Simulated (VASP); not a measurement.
# CuI (I-4m2) in VASP: a series of runs

The runs below take CuI through single point, with PBE, r2SCAN.

Program: VASP 6.6.1. These are calculated values, not measurements. Logs are shortened: lines on timing, memory, paths and dates and some standing lists are left out, and cuts for length are marked.

## Step 1: The cell of the first run

The structure is tetragonal, space group I-4m2 (No. 119). Conventional cell: a = 4.430 Å, b = 4.430 Å, c = 5.694 Å, α = 90.00°, β = 90.00°, γ = 90.00°. Cu (site symmetry -4m2) has 4 I at 2.63 Å within 3.5 Å. Within 3.5 Å of I (site symmetry -4m2) lie 4 Cu at 2.63 Å.

## Step 2: Single point, PBE (epitaxial xy strain +4.0%)

Input file INCAR:

```
ALGO = Normal
EDIFF = 1E-6
ENCUT = 520
GGA = PE
ISIF = 2
ISMEAR = -1
LASPH = T
LCHARG = F
LREAL = F
LWAVE = F
NBANDS = 16
NELM = 100
PREC = Accurate
SIGMA = 0.02
```

Input file KPOINTS:

```
k-points
0
Gamma
  8 8 8
```

Input file POSCAR:

```
CuI
1.0
    0.0000000000      3.1325102793      2.8467618246
    3.1325102793      0.0000000000      2.8467618246
    3.1325102793      3.1325102793      0.0000000000
Cu I
1 1
Direct
    0.0000000000      0.0000000000      0.0000000000
    0.2500000000      0.2500000000      0.2500000000
```

Potentials or basis: VASP PAW PBE potentials, release 64 (Cu, I).

Started as:

```
$ cat potpaw_PBE.64/Cu/POTCAR potpaw_PBE.64/I/POTCAR > POTCAR
$ mpirun -np 1 vasp_std > vasp.out
```

OUTCAR:

```text
EDIFF = 1E-6
   ENCUT = 520
   GGA = PE
   ISIF = 2
   ISMEAR = -1
   LASPH = T
   LREAL = F
   NELM = 100
   PREC = Accurate

 ion  position               nearest neighbor table
   1  0.000  0.000  0.000-   2 2.63   2 2.63   2 2.63   2 2.63
   2  0.250  0.250  0.250-   1 2.63   1 2.63   1 2.63   1 2.63

  LATTYP: Found a body centered tetragonal cell.
 ALAT       =     4.4300385213
 C/A-ratio  =     1.2852086098

  Lattice vectors:

 A1 = (   0.0000000000,  -3.1325102793,  -2.8467618246)
 A2 = (   0.0000000000,   3.1325102793,  -2.8467618246)
 A3 = (   3.1325102793,   0.0000000000,   2.8467618246)

Analysis of symmetry for initial positions (statically):
=====================================================================
 Subroutine PRICEL returns:
 Original cell was already a primitive cell.

 Routine SETGRP: Setting up the symmetry group for a
 body centered tetragonal supercell.

 Subroutine GETGRP returns: Found  8 space group operations
 (whereof  8 operations were pure point group operations)
 out of a pool of 16 trial point group operations.

The static configuration has the point symmetry D_2d.

Analysis of symmetry for dynamics (positions and initial velocities):
=====================================================================
 Subroutine PRICEL returns:
 Original cell was already a primitive cell.

 Routine SETGRP: Setting up the symmetry group for a
 body centered tetragonal supercell.

 Subroutine GETGRP returns: Found  8 space group operations
 (whereof  8 operations were pure point group operations)
 out of a pool of 16 trial point group operations.

The dynamic configuration has the point symmetry D_2d.

 Subroutine INISYM returns: Found  8 space group operations
 (whereof  8 operations are pure point group operations),
 and found     1 'primitive' translations

----------------------------------------------------------------------------------------

                                     Primitive cell

  volume of cell :      55.8684

  direct lattice vectors                    reciprocal lattice vectors
     0.000000000  3.132510279  2.846761825    -0.159616396  0.159616396  0.175638157
     3.132510279  0.000000000  2.846761825     0.159616396 -0.159616396  0.175638157
     3.132510279  3.132510279  0.000000000     0.159616396  0.159616396 -0.175638157

  length of vectors
     4.232809178  4.232809178  4.430038521     0.286013198  0.286013198  0.286013198

  position of ions in fractional coordinates (direct lattice)
     0.000000000  0.000000000  0.000000000
     0.250000000  0.250000000  0.250000000

  ion indices of the primitive-cell ions
   primitive index   ion index
                 1           1
                 2           2

----------------------------------------------------------------------------------------

 KPOINTS: k-points

Automatic generation of k-mesh.
 Grid dimensions read from file:
 generate k-points for:    8    8    8

 Generating k-lattice:

  Cartesian coordinates                     Fractional coordinates (reciprocal lattice)
    -0.019952049  0.019952049  0.021954770     0.125000000 -0.000000000  0.000000000
     0.019952049 -0.019952049  0.021954770    -0.000000000  0.125000000  0.000000000
     0.019952049  0.019952049 -0.021954770     0.000000000  0.000000000  0.125000000

  Length of vectors
     0.035751650  0.035751650  0.035751650

  Shift w.r.t. Gamma in fractional coordinates (k-lattice)
     0.000000000  0.000000000  0.000000000

 Subroutine IBZKPT returns following result:
 ===========================================

 Found     59 irreducible k-points:

 Following reciprocal coordinates:
            Coordinates               Weight
  0.000000  0.000000  0.000000      1.000000
  0.125000  0.000000  0.000000      8.000000
  0.250000  0.000000  0.000000      8.000000
  0.375000  0.000000  0.000000      8.000000
  0.500000  0.000000  0.000000      4.000000
  0.125000  0.125000  0.000000      2.000000
[... 16 lines left out ...]
  0.250000  0.000000  0.125000     16.000000
  0.375000  0.000000  0.125000     16.000000
 [... further k-points ...]
   k-points           NKPTS =     59   k-points in BZ     NKDIM =     59   number of bands    NBANDS=     16
   number of dos      NEDOS =    301   number of ions     NIONS =      2
   total plane-waves  NPLWV =  36864
   dimension x,y,z NGX =    32 NGY =   32 NGZ =   36
   dimension x,y,z NGXF=    64 NGYF=   64 NGZF=   72
   ions per type =               1   1
   NGX,Y,Z   is equivalent  to a cutoff of  12.57, 12.57, 13.51 a.u.
   NGXF,Y,Z  is equivalent  to a cutoff of  25.14, 25.14, 27.02 a.u.
 SYSTEM =  unknown system
   PREC   = accura    normal or accurate (medium, high low for compatibility)
   ISTART =      0    job   : 0-new  1-cont  2-samecut
   ICHARG =      2    charge: 1-file 2-atom 10-const
   ISPIN  =      1    spin polarized calculation?
   LNONCOLLINEAR =      F non collinear calculations
   LSORBIT =      F    spin-orbit coupling
   LASPH  =      T    aspherical Exc in radial PAW
   ENCUT  =  520.0 eV  38.22 Ry    6.18 a.u.   7.87  7.87  8.24*2*pi/ulx,y,z
   NELM   =    100;   NELMIN=  2; NELMDL= -5     # of ELM steps
   EDIFF  = 0.1E-05   stopping-criterion for ELM
   LREAL  =      F    real-space projection
   EDIFFG = 0.1E-04   stopping-criterion for IOM
   NSW    =      0    number of steps for IOM
   IBRION =     -1    ionic relax: 0-MD 1-quasi-New 2-CG
   NFREE  =      0    steps in history (QN), initial steepest desc. (CG)
   ISIF   =      2    stress and relaxation
   ISYM   =      2    0-nonsym 1-usesym 2-fastsym
   POTIM  = 0.5000    time-step for ionic-motion
   TEBEG  =    0.0;   TEEND  =   0.0 temperature during run
   PSTRESS=    0.0 pullay stress
   NELECT =      18.0000    total number of electrons
   NUPDOWN=      -1.0000    fix difference up-down
   EMIN   =  10.00;   EMAX   =-10.00  energy-range for DOS
   EFERMI =   0.00;   METHOD = LEGACY
   ISMEAR =    -1;   SIGMA  =   0.02  broadening in eV -4-tet -1-fermi 0-gaus
   EFERMI_NEDOS =   21; number of points for ismear=-14 and -15
   IALGO  =     38    algorithm
   IMIX   =      4    mixing-type and parameters
     AMIX     =   0.40;   BMIX     =  1.00
     AMIX_MAG =   1.60;   BMIX_MAG =  1.00
  volume/ion in A,a.u.               =      27.93       188.51
  Fermi-wavevector in a.u.,A,eV,Ry     =   1.122303  2.120846 17.137422  1.259565
  Thomas-Fermi vector in A             =   2.258963
   LORBIT       =      0    0 simple, 1 ext, 2 COOP (PROOUT), +10 PAW based schemes
   GGA     = PE    functional components
   LHFCALC =     F    Hartree Fock is set to
   AEXX    =    0.0000 exact exchange contribution
   IVDW    =     0    specifies the selected vdW correction
   LEPSILON=     F    determine dielectric tensor
   LRPA    =     F    only Hartree local field effects (RPA)
 non-spin polarized calculation
  energy-cutoff  :      520.00
  volume of cell :       55.87
 maximum number of plane-waves:      1546
   NGX = 15   NGY = 15   NGZ = 17

 number of electron      18.0000008 magnetization

 Free energy of the ion-electron system (eV)
  ---------------------------------------------------
  ext. energy  EPLUGINS =         0.00000000
  ---------------------------------------------------
  free energy    TOTEN  =        -5.54535802 eV

  energy without entropy =       -5.54535802  energy(sigma->0) =       -5.54535802

 E-fermi :   4.8220     XC(G=0):  -8.9324

 val. band max:        4.4528807509   @ k =   0.0000   0.0000   0.0000
 cond. band min:       5.5096748443   @ k =   0.0000   0.0000   0.0000
 fundamental gap:      1.0567940934
 Fermi energy:         4.8220385455

 k-point     1 :       0.0000    0.0000    0.0000
  band No.  band energies     occupation
      1      -9.5837      2.00000
      2       0.7731      2.00000
      3       0.7731      2.00000
      4       0.8657      2.00000
      5       2.5312      2.00000
      6       2.6032      2.00000
[... 8 lines left out ...]
     15      13.3102      0.00000
     16      14.3459      0.00000

 k-point     2 :       0.1250    0.0000    0.0000
  band No.  band energies     occupation
      1      -9.5114      2.00000
      2       0.4995      2.00000
      3       0.7611      2.00000
      4       0.8588      2.00000
      5       2.5299      2.00000
      6       2.5943      2.00000
[... 8 lines left out ...]
     15      13.1900      0.00000
     16      13.6918      0.00000

 k-point     3 :       0.2500    0.0000    0.0000
  band No.  band energies     occupation
      1      -9.3262      2.00000
      2      -0.2029      2.00000
      3       0.7276      2.00000
      4       0.8997      2.00000
      5       2.5414      2.00000
      6       2.5812      2.00000
[... 8 lines left out ...]
     15      12.9925      0.00000
     16      13.8788      0.00000

 k-point     4 :       0.3750    0.0000    0.0000
  band No.  band energies     occupation
      1      -9.1232      2.00000
      2      -0.8778      2.00000
      3       0.6878      2.00000
      4       0.9394      2.00000
      5       2.5798      2.00000
      6       2.5842      2.00000
[... 8 lines left out ...]
     15      14.1192      0.00000
     16      14.2084      0.00000
[... 324 lines left out ...]
 k-point    22 :       0.1250    0.0000    0.1250
  band No.  band energies     occupation
      1      -9.4930      2.00000
      2       0.4366      2.00000
      3       0.7622      2.00000
      4       0.8688      2.00000
      5       2.5116      2.00000
      6       2.6023      2.00000
[... 8 lines left out ...]
     15      13.5837      0.00000
     16      14.1043      0.00000

 k-point    23 :       0.2500    0.0000    0.1250
  band No.  band energies     occupation
      1      -9.3493      2.00000
      2      -0.0507      2.00000
      3       0.7289      2.00000
      4       0.8683      2.00000
      5       2.4985      2.00000
      6       2.6029      2.00000
[... 8 lines left out ...]
     15      13.7828      0.00000
     16      14.7311      0.00000

 k-point    24 :       0.3750    0.0000    0.1250
  band No.  band energies     occupation
      1      -9.1501      2.00000
      2      -0.6572      2.00000
      3       0.6245      2.00000
      4       0.8839      2.00000
      5       2.5215      2.00000
      6       2.6050      2.00000
[... 8 lines left out ...]
     15      14.0225      0.00000
     16      14.8201      0.00000

 [... further k-points ...]
[... 5 lines left out ...]
  --------------------------------------------------------------------------------------
  -------------------------------------------------------------------------------------
  Total       -0.1388824     -0.1388824      0.3648956      0.0000000      0.0000000      0.0000000
  in kB       -3.9828281     -3.9828281     10.4643682      0.0000000      0.0000000      0.0000000
  external PRESSURE =       0.8329040 kB  Pullay stress =       0.0000000 kB

 VOLUME and BASIS-vectors are now :
 -----------------------------------------------------------------------------
  energy-cutoff  :      520.00
  volume of cell :       55.87
      direct lattice vectors                 reciprocal lattice vectors
     0.000000000  3.132510279  2.846761825    -0.159616396  0.159616396  0.175638157
     3.132510279  0.000000000  2.846761825     0.159616396 -0.159616396  0.175638157
     3.132510279  3.132510279  0.000000000     0.159616396  0.159616396 -0.175638157

 POSITION                                       TOTAL-FORCE (eV/Angst)
 -----------------------------------------------------------------------------------
      0.00000      0.00000      0.00000         0.000000      0.000000     -0.000000
      1.56626      1.56626      1.42338        -0.000000     -0.000000      0.000000
 -----------------------------------------------------------------------------------
    total drift:                                0.000001      0.000001      0.000004

  FREE ENERGIE OF THE ION-ELECTRON SYSTEM (eV)
  ---------------------------------------------------
  free  energy   TOTEN  =        -5.5453580210 eV

  energy  without entropy=       -5.5453580210  energy(sigma->0) =       -5.54535802
```

It took 40 s on 1 thread of Intel Xeon Platinum 8259CL at 2.50GHz (Skylake/Cascade Lake), shared host; peak memory 0.22 GiB.

Results:

- Free energy: -5.5454 eV
- Pressure: 0.1 GPa
- Band gap on the k mesh: 1.06 eV

Caveat: the cell differs from its parent crystal (epitaxial xy strain +4.0%); spin-orbit coupling is left out, which moves the levels of the heavy elements.

## Step 3: Single point, r2SCAN (epitaxial xy strain +4.0%)

POSCAR is that of step 2.

Input file INCAR.step1:

```
SYSTEM = CuI
ALGO     = Normal         ! electronic algorithm
EDIFF    = 1E-4           ! SCF threshold, eV
ENCUT    = 520            ! plane-wave cutoff, eV
GGA      = PE             ! functional
ISMEAR   = 0              ! smearing method
LASPH    = .TRUE.         ! aspherical terms in the spheres
LCHARG   = .FALSE.        ! write CHGCAR
LREAL    = .FALSE.        ! projectors in reciprocal space
LWAVE    = .TRUE.         ! write WAVECAR
NBANDS   = 16             ! bands
NELM     = 60             ! most SCF steps
PREC     = Accurate       ! precision mode
SIGMA    = 0.01           ! smearing width, eV
```

Input file INCAR.step2:

```
SYSTEM = CuI
ALGO     = Normal         ! electronic algorithm
EDIFF    = 1E-6           ! SCF threshold, eV
ENCUT    = 520            ! plane-wave cutoff, eV
ISIF     = 2              ! what is computed and relaxed
ISMEAR   = 0              ! smearing method
ISTART   = 1            
LASPH    = .TRUE.         ! aspherical terms in the spheres
LCHARG   = .FALSE.        ! write CHGCAR
LMIXTAU  = .TRUE.       
LREAL    = .FALSE.        ! projectors in reciprocal space
LWAVE    = .FALSE.        ! write WAVECAR
METAGGA  = R2SCAN         ! meta-GGA
NBANDS   = 16             ! bands
NELM     = 60             ! most SCF steps
PREC     = Accurate       ! precision mode
SIGMA    = 0.01           ! smearing width, eV
```

Input file KPOINTS:

```
k-points
0
G
  8 8 8
  0 0 0
```

Potentials or basis: VASP PAW PBE potentials, release 64 (Cu, I).

Started as:

```
$ cat potpaw_PBE.64/Cu/POTCAR potpaw_PBE.64/I/POTCAR > POTCAR
$ cp INCAR.step1 INCAR
$ mpirun -np 1 vasp_std > vasp.out
$ cp INCAR.step2 INCAR
$ mpirun -np 1 vasp_std > vasp.out
```

It took 2.1 min on 1 thread of Intel Xeon Platinum 8259CL at 2.50GHz (Skylake/Cascade Lake), shared host; peak memory 0.23 GiB.

The run converged. Its results:

| Item | Value |
| --- | --- |
| Free energy | -35.7742 eV |
| Pressure | -1.1 GPa |
| Band gap on the k mesh | 1.53 eV |

Stress tensor (GPa, compression positive):
```
-1.57  0.00  0.00
 0.00 -1.57  0.00
 0.00  0.00 -0.06
```

Levels at points of the mesh, in eV from the valence-band top:
| k point | band 6 | band 7 | band 8 | band 9 | band 10 | band 11 | band 12 | band 13 |
| --- | --- | --- | --- | --- | --- | --- | --- | --- |
| (0.00, 0.00, 0.00) | -1.83 | -0.12 | -0.12 | 0.00 | 1.53 | 5.21 | 5.21 | 5.33 |
| (0.50, 0.00, 0.00) | -1.83 | -1.79 | -0.84 | -0.69 | 2.41 | 5.37 | 6.18 | 7.73 |
| (0.50, 0.50, 0.00) | -1.77 | -1.73 | -1.54 | -1.54 | 2.65 | 2.66 | 10.20 | 10.27 |
| (0.50, 0.00, 0.50) | -1.85 | -1.74 | -1.61 | -1.42 | 3.04 | 3.41 | 9.34 | 9.78 |

Caveat: the cell differs from its parent crystal (epitaxial xy strain +4.0%); the PAW data sets were made with another functional, which shifts forces and pressure a little; spin-orbit coupling is left out, which moves the levels of the heavy elements.
